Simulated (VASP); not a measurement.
## Cu: single point with PBEsol

Cu:

```
Cu
1.0
     2.62141    0.00000    0.00000
    -1.31071    2.27021    0.00000
     0.00000    0.00000    4.01773
Cu
2
Direct
  0.33333 0.66667 0.25000
  0.66667 0.33333 0.75000
```

This cell differs from its parent crystal: biaxial strain in the a-b plane: +4.0 %.

```
Program             : VASP 6.6.1
Task                : single point
Functional          : PBEsol
Potentials or basis : VASP PAW PBE potentials, release 64 (Cu)
Cutoff              : 520 eV
k mesh              : 24 × 24 × 12
Occupations         : gaussian, width 0.1 eV
Spin                : no spin polarisation
```

The pressure is -6.9 GPa. The band gap on the k mesh is zero (bands 11 and 12 overlap by 5.60 eV).

Stress tensor (GPa, compression positive):
```
-10.27   0.00   0.00
  0.00 -10.27   0.00
  0.00   0.00  -0.01
```

Levels at points of the mesh, in eV from the Fermi level:
| k point | band 8 | band 9 | band 10 | band 11 | band 12 | band 13 | band 14 | band 15 |
| --- | --- | --- | --- | --- | --- | --- | --- | --- |
| (0.00, 0.00, 0.00) | -2.63 | -2.63 | -1.72 | -1.72 | -0.41 | 4.56 | 20.13 | 20.13 |
| (0.50, 0.00, 0.00) | -1.74 | -1.61 | -1.51 | -0.17 | 1.25 | 7.95 | 8.55 | 10.90 |
| (0.00, 0.00, 0.50) | -3.06 | -1.93 | -1.93 | -1.93 | -1.93 | 13.97 | 13.97 | 21.11 |
| (0.50, 0.00, 0.50) | -1.91 | -1.65 | -1.65 | 0.39 | 0.39 | 4.59 | 4.59 | 15.25 |

Wall time 4.2 min on 1 thread of Intel Xeon 8259CL, on a shared host, peak memory 0.26 GiB.

Caveat: the cell differs from its parent crystal (biaxial strain in the a-b plane: +4.0 %); the cell stands under tension; the PAW data sets were made with another functional, which shifts forces and pressure a little.
